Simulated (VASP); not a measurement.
# WF3 (Im-3m) in VASP: single point with PBE

Aim: the single point of WF3 with PBE.

Program: VASP 6.6.1. These are calculated values, not measurements. Logs are shortened: lines on timing, memory, paths and dates and some standing lists are left out, and cuts for length are marked.

## Step 1: The cell of the first run

Symmetry: Im-3m, No. 229, cubic system. The conventional cell has a = 4.378 Å, b = 4.378 Å, c = 4.378 Å, α = 90.00°, β = 90.00°, γ = 90.00°. Within 2.9 Å of W (site symmetry m-3m) lie 6 F at 2.19 Å. Within 2.9 Å of F (site symmetry 4/mmm) lie 2 W at 2.19 Å and 4 F at 2.19 Å.

The cell was generated, and may not be a known phase.

## Step 2: Single point, PBE

The input, INCAR:

```
PREC = Accurate
ENCUT = 600
EDIFF = 1E-6
ISMEAR = 0
SIGMA = 0.2
LREAL = False
LASPH = True
NELM = 120
ALGO = Normal
ISIF = 2
LWAVE = False
LCHARG = True
GGA = PE
LELF = True
LVHAR = True
NBANDS = 26
GGA_COMPAT = False
```

The input, KPOINTS:

```
Automatic mesh
0
Gamma
  6 6 6
```

The input, POSCAR:

```
WF3
1.0
   -2.1889560350      2.1889560350      2.1889560350
    2.1889560350     -2.1889560350      2.1889560350
    2.1889560350      2.1889560350     -2.1889560350
W F
1 3
Direct
    0.0000000000      0.0000000000      0.0000000000
    0.0000000000      0.5000000000      0.5000000000
    0.5000000000      0.0000000000      0.5000000000
    0.5000000000      0.5000000000      0.0000000000
```

Potentials or basis: VASP PAW PBE potentials, release 64 (W_sv, F).

Command:

```sh
> cat potpaw_PBE.64/W_sv/POTCAR potpaw_PBE.64/F/POTCAR > POTCAR
> mpirun -np 1 vasp_std > vasp.out
```

OUTCAR:

```text
PREC = Accurate
   ENCUT = 600
   EDIFF = 1E-6
   ISMEAR = 0
   LREAL = False
   LASPH = True
   NELM = 120
   ISIF = 2
   GGA = PE

 ion  position               nearest neighbor table
   1  0.000  0.000  0.000-   2 2.19   3 2.19   4 2.19   2 2.19   3 2.19   4 2.19
   2  0.000  0.500  0.500-   1 2.19   1 2.19
   3  0.500  0.000  0.500-   1 2.19   1 2.19
   4  0.500  0.500  0.000-   1 2.19   1 2.19

  LATTYP: Found a body centered cubic cell.
 ALAT       =     4.3779120700

  Lattice vectors:

 A1 = (  -2.1889560350,   2.1889560350,   2.1889560350)
 A2 = (   2.1889560350,  -2.1889560350,   2.1889560350)
 A3 = (   2.1889560350,   2.1889560350,  -2.1889560350)

Analysis of symmetry for initial positions (statically):
=====================================================================
 Subroutine PRICEL returns:
 Original cell was already a primitive cell.

 Routine SETGRP: Setting up the symmetry group for a
 body centered cubic supercell.

 Subroutine GETGRP returns: Found 48 space group operations
 (whereof 48 operations were pure point group operations)
 out of a pool of 48 trial point group operations.

The static configuration has the point symmetry O_h .

Analysis of symmetry for dynamics (positions and initial velocities):
=====================================================================
 Subroutine PRICEL returns:
 Original cell was already a primitive cell.

 Routine SETGRP: Setting up the symmetry group for a
 body centered cubic supercell.

 Subroutine GETGRP returns: Found 48 space group operations
 (whereof 48 operations were pure point group operations)
 out of a pool of 48 trial point group operations.

The dynamic configuration has the point symmetry O_h .

 Subroutine INISYM returns: Found 48 space group operations
 (whereof 48 operations are pure point group operations),
 and found     1 'primitive' translations

----------------------------------------------------------------------------------------

                                     Primitive cell

  volume of cell :      41.9538

  direct lattice vectors                    reciprocal lattice vectors
    -2.188956035  2.188956035  2.188956035     0.000000000  0.228419389  0.228419389
     2.188956035 -2.188956035  2.188956035     0.228419389  0.000000000  0.228419389
     2.188956035  2.188956035 -2.188956035     0.228419389  0.228419389  0.000000000

  length of vectors
     3.791383068  3.791383068  3.791383068     0.323033798  0.323033798  0.323033798

  position of ions in fractional coordinates (direct lattice)
     0.000000000  0.000000000  0.000000000
     0.000000000  0.500000000  0.500000000
     0.500000000  0.000000000  0.500000000
     0.500000000  0.500000000  0.000000000

  ion indices of the primitive-cell ions
   primitive index   ion index
                 1           1
                 2           2
                 3           3
                 4           4

----------------------------------------------------------------------------------------

 KPOINTS: Automatic mesh

Automatic generation of k-mesh.
 Grid dimensions read from file:
 generate k-points for:    6    6    6

 Generating k-lattice:

  Cartesian coordinates                     Fractional coordinates (reciprocal lattice)
     0.000000000  0.038069898  0.038069898     0.166666667  0.000000000  0.000000000
     0.038069898  0.000000000  0.038069898     0.000000000  0.166666667  0.000000000
     0.038069898  0.038069898  0.000000000     0.000000000  0.000000000  0.166666667

  Length of vectors
     0.053838966  0.053838966  0.053838966

  Shift w.r.t. Gamma in fractional coordinates (k-lattice)
     0.000000000  0.000000000  0.000000000

 Subroutine IBZKPT returns following result:
 ===========================================

 Found     16 irreducible k-points:

 Following reciprocal coordinates:
            Coordinates               Weight
  0.000000  0.000000  0.000000      1.000000
  0.166667  0.000000  0.000000     12.000000
  0.333333  0.000000  0.000000     12.000000
  0.500000  0.000000  0.000000      6.000000
  0.166667  0.166667  0.000000     24.000000
  0.333333  0.166667  0.000000     48.000000
[... 8 lines left out ...]
  0.500000  0.500000  0.333333     12.000000
  0.500000  0.500000  0.500000      1.000000
   k-points           NKPTS =     16   k-points in BZ     NKDIM =     16   number of bands    NBANDS=     26
   number of dos      NEDOS =    301   number of ions     NIONS =      4
   total plane-waves  NPLWV =  27000
   dimension x,y,z NGX =    30 NGY =   30 NGZ =   30
   dimension x,y,z NGXF=    60 NGYF=   60 NGZF=   60
   ions per type =               1   3
   NGX,Y,Z   is equivalent  to a cutoff of  13.15, 13.15, 13.15 a.u.
   NGXF,Y,Z  is equivalent  to a cutoff of  26.31, 26.31, 26.31 a.u.
 SYSTEM =  unknown system
   PREC   = accura    normal or accurate (medium, high low for compatibility)
   ISTART =      0    job   : 0-new  1-cont  2-samecut
   ICHARG =      2    charge: 1-file 2-atom 10-const
   ISPIN  =      1    spin polarized calculation?
   LNONCOLLINEAR =      F non collinear calculations
   LSORBIT =      F    spin-orbit coupling
   LASPH  =      T    aspherical Exc in radial PAW
   ENCUT  =  600.0 eV  44.10 Ry    6.64 a.u.   7.57  7.57  7.57*2*pi/ulx,y,z
   NELM   =    120;   NELMIN=  2; NELMDL= -5     # of ELM steps
   EDIFF  = 0.1E-05   stopping-criterion for ELM
   LREAL  =      F    real-space projection
   EDIFFG = 0.1E-04   stopping-criterion for IOM
   NSW    =      0    number of steps for IOM
   IBRION =     -1    ionic relax: 0-MD 1-quasi-New 2-CG
   NFREE  =      0    steps in history (QN), initial steepest desc. (CG)
   ISIF   =      2    stress and relaxation
   ISYM   =      2    0-nonsym 1-usesym 2-fastsym
   POTIM  = 0.5000    time-step for ionic-motion
   TEBEG  =    0.0;   TEEND  =   0.0 temperature during run
   PSTRESS=    0.0 pullay stress
   NELECT =      35.0000    total number of electrons
   NUPDOWN=      -1.0000    fix difference up-down
   EMIN   =  10.00;   EMAX   =-10.00  energy-range for DOS
   EFERMI =   0.00;   METHOD = LEGACY
   ISMEAR =     0;   SIGMA  =   0.20  broadening in eV -4-tet -1-fermi 0-gaus
   EFERMI_NEDOS =   21; number of points for ismear=-14 and -15
   IALGO  =     38    algorithm
   IMIX   =      4    mixing-type and parameters
     AMIX     =   0.40;   BMIX     =  1.00
     AMIX_MAG =   1.60;   BMIX_MAG =  1.00
  volume/ion in A,a.u.               =      10.49        70.78
  Fermi-wavevector in a.u.,A,eV,Ry     =   1.541134  2.912321 32.315127  2.375095
  Thomas-Fermi vector in A             =   2.647123
   LORBIT       =      0    0 simple, 1 ext, 2 COOP (PROOUT), +10 PAW based schemes
   GGA     = PE    functional components
   LHFCALC =     F    Hartree Fock is set to
   AEXX    =    0.0000 exact exchange contribution
   IVDW    =     0    specifies the selected vdW correction
   LEPSILON=     F    determine dielectric tensor
   LRPA    =     F    only Hartree local field effects (RPA)
 non-spin polarized calculation
 Gauss-broadening in eV      SIGMA  =   0.20
  energy-cutoff  :      600.00
  volume of cell :       41.95
 maximum number of plane-waves:      1433
   NGX = 15   NGY = 15   NGZ = 15

 number of electron      34.9999973 magnetization

 Free energy of the ion-electron system (eV)
  ---------------------------------------------------
  ext. energy  EPLUGINS =         0.00000000
  ---------------------------------------------------
  free energy    TOTEN  =       -21.73934793 eV

  energy without entropy =      -21.66533955  energy(sigma->0) =      -21.70234374

 E-fermi :   6.6209     XC(G=0): -11.8992

 val. band max:        6.6190954462   @ k =  -0.3333   0.3333   0.1667
 cond. band min:       6.6948348590   @ k =   0.3333   0.0000   0.0000
 fundamental gap:      0.0757394127
 Fermi energy:         6.6208856169

 k-point     1 :       0.0000    0.0000    0.0000
  band No.  band energies     occupation
      1     -69.2348      2.00000
      2     -33.3329      2.00000
      3     -33.3329      2.00000
      4     -33.3329      2.00000
      5     -19.3611      2.00000
      6     -17.3204      2.00000
[... 18 lines left out ...]
     25      22.0212      0.00000
     26      23.4752      0.00000

 k-point     2 :       0.1667    0.0000    0.0000
  band No.  band energies     occupation
      1     -69.2346      2.00000
      2     -33.3478      2.00000
      3     -33.3366      2.00000
      4     -33.3360      2.00000
      5     -19.1950      2.00000
      6     -17.4335      2.00000
[... 18 lines left out ...]
     25      22.2137      0.00000
     26      22.9338      0.00000

 k-point     3 :       0.3333    0.0000    0.0000
  band No.  band energies     occupation
      1     -69.2340      2.00000
      2     -33.3773      2.00000
      3     -33.3440      2.00000
      4     -33.3423      2.00000
      5     -18.7758      2.00000
      6     -17.7427      2.00000
[... 18 lines left out ...]
     25      21.6963      0.00000
     26      22.8246      0.00000

 k-point     4 :       0.5000    0.0000    0.0000
  band No.  band energies     occupation
      1     -69.2337      2.00000
      2     -33.3918      2.00000
      3     -33.3477      2.00000
      4     -33.3454      2.00000
      5     -18.3845      2.00000
      6     -18.0769      2.00000
[... 18 lines left out ...]
     25      21.0341      0.00000
     26      23.6020      0.00000
[... 264 lines left out ...]
      1     -69.2334      2.00000
      2     -33.3712      2.00000
      3     -33.3528      2.00000
      4     -33.3528      2.00000
      5     -18.6041      2.00000
      6     -18.2595      2.00000
[... 18 lines left out ...]
     25      16.5983      0.00000
     26      21.3950      0.00000

 k-point    15 :       0.5000    0.5000    0.3333
  band No.  band energies     occupation
      1     -69.2332      2.00000
      2     -33.3679      2.00000
      3     -33.3569      2.00000
      4     -33.3563      2.00000
      5     -18.4966      2.00000
      6     -18.4302      2.00000
[... 18 lines left out ...]
     25      16.9776      0.00000
     26      21.6054      0.00000

 k-point    16 :       0.5000    0.5000    0.5000
  band No.  band energies     occupation
      1     -69.2330      2.00000
      2     -33.3600      2.00000
      3     -33.3600      2.00000
      4     -33.3600      2.00000
      5     -18.5333      2.00000
      6     -18.5333      2.00000
[... 18 lines left out ...]
     25      16.3200      0.00000
     26      21.5789      0.00000

------------------------ aborting loop because EDIFF is reached ----------------------------------------

  FORCE on cell =-STRESS in cart. coord.  units (eV):
  Direction    XX          YY          ZZ          XY          YZ          ZX
  --------------------------------------------------------------------------------------
  -------------------------------------------------------------------------------------
  Total       -0.1215183     -0.1215183     -0.1215183     -0.0000000      0.0000000     -0.0000000
  in kB       -4.6406764     -4.6406764     -4.6406764     -0.0000000      0.0000000     -0.0000000
  external PRESSURE =      -4.6406764 kB  Pullay stress =       0.0000000 kB

 VOLUME and BASIS-vectors are now :
 -----------------------------------------------------------------------------
  energy-cutoff  :      600.00
  volume of cell :       41.95
      direct lattice vectors                 reciprocal lattice vectors
    -2.188956035  2.188956035  2.188956035     0.000000000  0.228419389  0.228419389
     2.188956035 -2.188956035  2.188956035     0.228419389  0.000000000  0.228419389
     2.188956035  2.188956035 -2.188956035     0.228419389  0.228419389  0.000000000

 POSITION                                       TOTAL-FORCE (eV/Angst)
 -----------------------------------------------------------------------------------
      0.00000      0.00000      0.00000         0.000000     -0.000000      0.000000
      2.18896      0.00000      0.00000        -0.000000     -0.000000      0.000000
      0.00000      2.18896      0.00000         0.000000      0.000000      0.000000
      0.00000      0.00000      2.18896        -0.000000      0.000000     -0.000000
 -----------------------------------------------------------------------------------
    total drift:                                0.000000     -0.000000      0.000000

  FREE ENERGIE OF THE ION-ELECTRON SYSTEM (eV)
  ---------------------------------------------------
  free  energy   TOTEN  =       -21.7393479300 eV

  energy  without entropy=      -21.6653395458  energy(sigma->0) =      -21.70234374
```

Wall time 44 s (1 thread of Intel Xeon 8259CL, shared host); peak memory 0.18 GiB.

Results:

| Item | Value |
| --- | --- |
| Free energy | -21.7393 eV |
| Pressure | -0.5 GPa |
| Band gap on the k mesh | zero (an odd number of electrons rules out a gap without spin polarisation) |

Levels at points of the mesh, in eV from the Fermi level:
```csv
k point,band 15,band 16,band 17,band 18,band 19,band 20
"(0.00, 0.00, 0.00)",-2.97,-2.97,-1.76,-1.76,-1.76,0.57
"(0.50, 0.00, 0.00)",-5.04,-3.15,-0.30,0.33,0.62,1.24
"(0.50, 0.50, 0.50)",-2.94,-2.94,-0.18,-0.18,-0.18,0.67
```

Caveat: spin-orbit coupling is left out, which moves the levels of the heavy elements; an odd number of electrons without spin polarisation forces a metal; a magnetic or distorted state may lie lower.

The gap in the log of VASP goes by the Fermi energy; the results here count the filled bands.